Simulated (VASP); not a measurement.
# BAs (F-43m) in VASP: notebook

The runs below take BAs through relaxation of the atoms, single point, with r2SCAN.

Everything below comes from runs of VASP 6.6.1. Logs are shortened: lines on timing, memory, paths and dates and some standing lists are left out, and cuts for length are marked.

## Step 1: The cell of the first run

Symmetry: F-43m, No. 216, cubic system. Conventional cell: a = 4.777 Å, b = 4.777 Å, c = 4.777 Å, α = 90.00°, β = 90.00°, γ = 90.00°. B (site symmetry -43m) has 4 As at 2.07 Å within 2.7 Å. Within 2.7 Å of As (site symmetry -43m) lie 4 B at 2.07 Å.

## Step 2: Relaxation of the atoms, r2SCAN

Input file POSCAR:

```
BAs
1.0
    0.0000000000      2.3885000000      2.3885000000
    2.3885000000      0.0000000000      2.3885000000
    2.3885000000      2.3885000000      0.0000000000
B As
1 1
Direct
    0.0000000000      0.0000000000      0.0000000000
    0.2500000000      0.2500000000      0.2500000000
```

Input file INCAR.step1:

```
SYSTEM = BAs
ALGO     = Normal         ! electronic algorithm
EDIFF    = 1E-4           ! SCF threshold, eV
ENCUT    = 520            ! plane-wave cutoff, eV
GGA      = PE             ! functional
ISMEAR   = -1             ! smearing method
LASPH    = .TRUE.         ! aspherical terms in the spheres
LCHARG   = .FALSE.        ! write CHGCAR
LREAL    = .FALSE.        ! projectors in reciprocal space
LWAVE    = .TRUE.         ! write WAVECAR
NELM     = 60             ! most SCF steps
PREC     = Accurate       ! precision mode
SIGMA    = 0.05           ! smearing width, eV
```

Input file INCAR.step2:

```
SYSTEM = BAs
ALGO     = Normal         ! electronic algorithm
EDIFF    = 1E-6           ! SCF threshold, eV
EDIFFG   = -0.01          ! ionic threshold
ENCUT    = 520            ! plane-wave cutoff, eV
IBRION   = 2              ! ionic algorithm
ISIF     = 2              ! what is computed and relaxed
ISMEAR   = -1             ! smearing method
ISTART   = 1            
LASPH    = .TRUE.         ! aspherical terms in the spheres
LCHARG   = .FALSE.        ! write CHGCAR
LMIXTAU  = .TRUE.       
LREAL    = .FALSE.        ! projectors in reciprocal space
LWAVE    = .FALSE.        ! write WAVECAR
METAGGA  = R2SCAN         ! meta-GGA
NELM     = 60             ! most SCF steps
NSW      = 50             ! ionic steps
PREC     = Accurate       ! precision mode
SIGMA    = 0.05           ! smearing width, eV
```

Input file KPOINTS:

```
k-points
0
G
  13 13 13
  0 0 0
```

Potentials or basis: VASP PAW PBE potentials, release 64 (B, As).

On the command line:

```sh
$ cat potpaw_PBE.64/B/POTCAR potpaw_PBE.64/As/POTCAR > POTCAR
$ cp INCAR.step1 INCAR
$ mpirun -np 1 vasp_std > vasp.out
$ cp INCAR.step2 INCAR
$ mpirun -np 1 vasp_std > vasp.out
```

OUTCAR:

```text
SYSTEM = BAs
   EDIFF = 1E-6
   EDIFFG = -0.01
   ENCUT = 520
   IBRION = 2
   ISIF = 2
   ISMEAR = -1
   ISTART = 1
   LASPH = .TRUE.
   LREAL = .FALSE.
   METAGGA = R2SCAN
   NELM = 60
   NSW = 50
   PREC = Accurate

 ion  position               nearest neighbor table
   1  0.000  0.000  0.000-   2 2.07   2 2.07   2 2.07   2 2.07
   2  0.250  0.250  0.250-   1 2.07   1 2.07   1 2.07   1 2.07

  LATTYP: Found a face centered cubic cell.
 ALAT       =     4.7770000000

  Lattice vectors:

 A1 = (   0.0000000000,   2.3885000000,   2.3885000000)
 A2 = (   2.3885000000,   0.0000000000,   2.3885000000)
 A3 = (   2.3885000000,   2.3885000000,   0.0000000000)

Analysis of symmetry for initial positions (statically):
=====================================================================
 Subroutine PRICEL returns:
 Original cell was already a primitive cell.

 Routine SETGRP: Setting up the symmetry group for a
 face centered cubic supercell.

 Subroutine GETGRP returns: Found 24 space group operations
 (whereof 24 operations were pure point group operations)
 out of a pool of 48 trial point group operations.

The static configuration has the point symmetry T_d .

Analysis of symmetry for dynamics (positions and initial velocities):
=====================================================================
 Subroutine PRICEL returns:
 Original cell was already a primitive cell.

 Routine SETGRP: Setting up the symmetry group for a
 face centered cubic supercell.

 Subroutine GETGRP returns: Found 24 space group operations
 (whereof 24 operations were pure point group operations)
 out of a pool of 48 trial point group operations.

The dynamic configuration has the point symmetry T_d .

 Subroutine INISYM returns: Found 24 space group operations
 (whereof 24 operations are pure point group operations),
 and found     1 'primitive' translations

----------------------------------------------------------------------------------------

                                     Primitive cell

  volume of cell :      27.2525

  direct lattice vectors                    reciprocal lattice vectors
     0.000000000  2.388500000  2.388500000    -0.209336404  0.209336404  0.209336404
     2.388500000  0.000000000  2.388500000     0.209336404 -0.209336404  0.209336404
     2.388500000  2.388500000  0.000000000     0.209336404  0.209336404 -0.209336404

  length of vectors
     3.377849094  3.377849094  3.377849094     0.362581287  0.362581287  0.362581287

  position of ions in fractional coordinates (direct lattice)
     0.000000000  0.000000000  0.000000000
     0.250000000  0.250000000  0.250000000

  ion indices of the primitive-cell ions
   primitive index   ion index
                 1           1
                 2           2

----------------------------------------------------------------------------------------

 KPOINTS: k-points

Automatic generation of k-mesh.
 Grid dimensions read from file:
 generate k-points for:   13   13   13

 Generating k-lattice:

  Cartesian coordinates                     Fractional coordinates (reciprocal lattice)
    -0.016102800  0.016102800  0.016102800     0.076923077  0.000000000  0.000000000
     0.016102800 -0.016102800  0.016102800     0.000000000  0.076923077  0.000000000
     0.016102800  0.016102800 -0.016102800     0.000000000  0.000000000  0.076923077

  Length of vectors
     0.027890868  0.027890868  0.027890868

  Shift w.r.t. Gamma in fractional coordinates (k-lattice)
     0.000000000  0.000000000  0.000000000

 Subroutine IBZKPT returns following result:
 ===========================================

 Found     84 irreducible k-points:

 Following reciprocal coordinates:
            Coordinates               Weight
  0.000000  0.000000  0.000000      1.000000
  0.076923  0.000000  0.000000      8.000000
  0.153846  0.000000  0.000000      8.000000
  0.230769  0.000000  0.000000      8.000000
  0.307692  0.000000  0.000000      8.000000
  0.384615  0.000000  0.000000      8.000000
[... 16 lines left out ...]
  0.384615  0.153846  0.000000     24.000000
  0.461538  0.153846  0.000000     24.000000
 [... further k-points ...]
   k-points           NKPTS =     84   k-points in BZ     NKDIM =     84   number of bands    NBANDS=      8
   number of dos      NEDOS =    301   number of ions     NIONS =      2
   total plane-waves  NPLWV =  21952
   dimension x,y,z NGX =    28 NGY =   28 NGZ =   28
   dimension x,y,z NGXF=    56 NGYF=   56 NGZF=   56
   ions per type =               1   1
   NGX,Y,Z   is equivalent  to a cutoff of  13.78, 13.78, 13.78 a.u.
   NGXF,Y,Z  is equivalent  to a cutoff of  27.56, 27.56, 27.56 a.u.
 SYSTEM =  BAs
   PREC   = accura    normal or accurate (medium, high low for compatibility)
   ISTART =      1    job   : 0-new  1-cont  2-samecut
   ICHARG =      0    charge: 1-file 2-atom 10-const
   ISPIN  =      1    spin polarized calculation?
   LNONCOLLINEAR =      F non collinear calculations
   LSORBIT =      F    spin-orbit coupling
   LASPH  =      T    aspherical Exc in radial PAW
   ENCUT  =  520.0 eV  38.22 Ry    6.18 a.u.   6.28  6.28  6.28*2*pi/ulx,y,z
   NELM   =     60;   NELMIN=  2; NELMDL=  0     # of ELM steps
   EDIFF  = 0.1E-05   stopping-criterion for ELM
   LREAL  =      F    real-space projection
   EDIFFG = -.1E-01   stopping-criterion for IOM
   NSW    =     50    number of steps for IOM
   IBRION =      2    ionic relax: 0-MD 1-quasi-New 2-CG
   NFREE  =      1    steps in history (QN), initial steepest desc. (CG)
   ISIF   =      2    stress and relaxation
   ISYM   =      2    0-nonsym 1-usesym 2-fastsym
   POTIM  = 0.5000    time-step for ionic-motion
   TEBEG  =    0.0;   TEEND  =   0.0 temperature during run
   PSTRESS=    0.0 pullay stress
   NELECT =       8.0000    total number of electrons
   NUPDOWN=      -1.0000    fix difference up-down
   EMIN   =  10.00;   EMAX   =-10.00  energy-range for DOS
   EFERMI =   0.00;   METHOD = LEGACY
   ISMEAR =    -1;   SIGMA  =   0.05  broadening in eV -4-tet -1-fermi 0-gaus
   EFERMI_NEDOS =   21; number of points for ismear=-14 and -15
   IALGO  =     38    algorithm
   IMIX   =      4    mixing-type and parameters
     AMIX     =   0.40;   BMIX     =  1.00
     AMIX_MAG =   1.60;   BMIX_MAG =  1.00
  volume/ion in A,a.u.               =      13.63        91.95
  Fermi-wavevector in a.u.,A,eV,Ry     =   1.088018  2.056057 16.106360  1.183784
  Thomas-Fermi vector in A             =   2.224191
   LORBIT       =      0    0 simple, 1 ext, 2 COOP (PROOUT), +10 PAW based schemes
   METAGGA = R2SCAN    functional components
   LHFCALC =     F    Hartree Fock is set to
   AEXX    =    0.0000 exact exchange contribution
   IVDW    =     0    specifies the selected vdW correction
   LEPSILON=     F    determine dielectric tensor
   LRPA    =     F    only Hartree local field effects (RPA)
 conjugate gradient relaxation of ions
 non-spin polarized calculation
  energy-cutoff  :      520.00
  volume of cell :       27.25
 maximum number of plane-waves:       748
 NGX is ok and might be reduce to    28
   NGX = 13   NGY = 13   NGZ = 13

 number of electron       8.0000000 magnetization

 Free energy of the ion-electron system (eV)
  ---------------------------------------------------
  ext. energy  EPLUGINS =         0.00000000
  ---------------------------------------------------
  free energy    TOTEN  =       -22.25601582 eV

  energy without entropy =      -22.25601582  energy(sigma->0) =      -22.25601582

 E-fermi :   6.6933     XC(G=0): -11.1334

 val. band max:        6.0235968370   @ k =   0.0000   0.0000   0.0000
 cond. band min:       7.3972739777   @ k =   0.3846   0.3846   0.0000
 fundamental gap:      1.3736771408
 Fermi energy:         6.6933463885

 k-point     1 :       0.0000    0.0000    0.0000
  band No.  band energies     occupation
      1     -10.1347      2.00000
      2       6.0236      2.00000
      3       6.0236      2.00000
      4       6.0236      2.00000
      5       9.4691      0.00000
      6       9.4691      0.00000
      7       9.4691      0.00000
      8      11.1759      0.00000

 k-point     2 :       0.0769    0.0000    0.0000
  band No.  band energies     occupation
      1     -10.0325      2.00000
      2       5.0657      2.00000
      3       5.8216      2.00000
      4       5.8216      2.00000
      5       9.6780      0.00000
      6       9.7348      0.00000
      7       9.7348      0.00000
      8      11.7089      0.00000

 k-point     3 :       0.1538    0.0000    0.0000
  band No.  band energies     occupation
      1      -9.7286      2.00000
      2       3.2353      2.00000
      3       5.3777      2.00000
      4       5.3777      2.00000
      5       9.6420      0.00000
      6      10.3151      0.00000
      7      10.3151      0.00000
      8      12.9829      0.00000

 k-point     4 :       0.2308    0.0000    0.0000
  band No.  band energies     occupation
      1      -9.2334      2.00000
      2       1.3003      2.00000
      3       4.9077      2.00000
      4       4.9077      2.00000
      5       9.4376      0.00000
      6      10.8453      0.00000
      7      10.8453      0.00000
      8      14.2817      0.00000

 k-point     5 :       0.3077    0.0000    0.0000
  band No.  band energies     occupation
      1      -8.5738      2.00000
      2      -0.5109      2.00000
      3       4.5155      2.00000
      4       4.5155      2.00000
      5       9.2334      0.00000
      6      11.1024      0.00000
      7      11.1024      0.00000
      8      15.2324      0.00000
[... 177 lines left out ...]
 k-point    22 :       0.3077    0.1538    0.0000
  band No.  band energies     occupation
      1      -8.6755      2.00000
      2       0.7248      2.00000
      3       3.5392      2.00000
      4       3.5818      2.00000
      5       9.0389      0.00000
      6      11.6172      0.00000
      7      12.8696      0.00000
      8      12.8948      0.00000

 k-point    23 :       0.3846    0.1538    0.0000
  band No.  band energies     occupation
      1      -7.9814      2.00000
      2      -0.9019      2.00000
      3       3.0387      2.00000
      4       3.3430      2.00000
      5       9.2828      0.00000
      6      11.7560      0.00000
      7      12.9182      0.00000
      8      13.3673      0.00000

 k-point    24 :       0.4615    0.1538    0.0000
  band No.  band energies     occupation
      1      -7.2508      2.00000
      2      -2.2404      2.00000
      3       2.5654      2.00000
      4       3.3202      2.00000
      5       9.3782      0.00000
      6      11.7561      0.00000
      7      12.6907      0.00000
      8      14.5062      0.00000

 [... further k-points ...]
[... 5 lines left out ...]
  --------------------------------------------------------------------------------------
  -------------------------------------------------------------------------------------
  Total        0.1474209      0.1474209      0.1474209      0.0000000     -0.0000000     -0.0000000
  in kB        8.6669038      8.6669038      8.6669038      0.0000000     -0.0000000     -0.0000000
  external PRESSURE =       8.6669038 kB  Pullay stress =       0.0000000 kB

 VOLUME and BASIS-vectors are now :
 -----------------------------------------------------------------------------
  energy-cutoff  :      520.00
  volume of cell :       27.25
      direct lattice vectors                 reciprocal lattice vectors
     0.000000000  2.388500000  2.388500000    -0.209336404  0.209336404  0.209336404
     2.388500000  0.000000000  2.388500000     0.209336404 -0.209336404  0.209336404
     2.388500000  2.388500000  0.000000000     0.209336404  0.209336404 -0.209336404

 POSITION                                       TOTAL-FORCE (eV/Angst)
 -----------------------------------------------------------------------------------
      0.00000      0.00000      0.00000         0.000000      0.000000      0.000000
      1.19425      1.19425      1.19425        -0.000000     -0.000000     -0.000000
 -----------------------------------------------------------------------------------
    total drift:                               -0.000000     -0.000000     -0.000000

  FREE ENERGIE OF THE ION-ELECTRON SYSTEM (eV)
  ---------------------------------------------------
  free  energy   TOTEN  =       -22.2560158250 eV

  energy  without entropy=      -22.2560158174  energy(sigma->0) =      -22.25601582

 reached required accuracy - stopping structural energy minimisation
```

It took 1.9 min on 1 thread of Intel Xeon Platinum 8375C at 2.90GHz (Ice Lake), shared host; peak memory 0.17 GiB.

Results:

| Property | Result |
| --- | --- |
| Free energy | -22.2560 eV |
| Pressure after relaxing | 0.9 GPa |
| Band gap on the k mesh | 1.37 eV, indirect (least direct gap 3.45 eV) |

Final structure:
```
CELL_PARAMETERS angstrom
0.00000 2.38850 2.38850
2.38850 0.00000 2.38850
2.38850 2.38850 0.00000
ATOMIC_POSITIONS crystal
B 0.00000 0.00000 0.00000
As 0.25000 0.25000 0.25000
```

Caveat: the relaxation stopped at its first step, so nothing moved; the PAW data sets were made with another functional, which shifts forces and pressure a little. r2SCAN opens gaps a little over a GGA but as a rule still falls short of measured ones.

(Continued in part 2 of 2.)
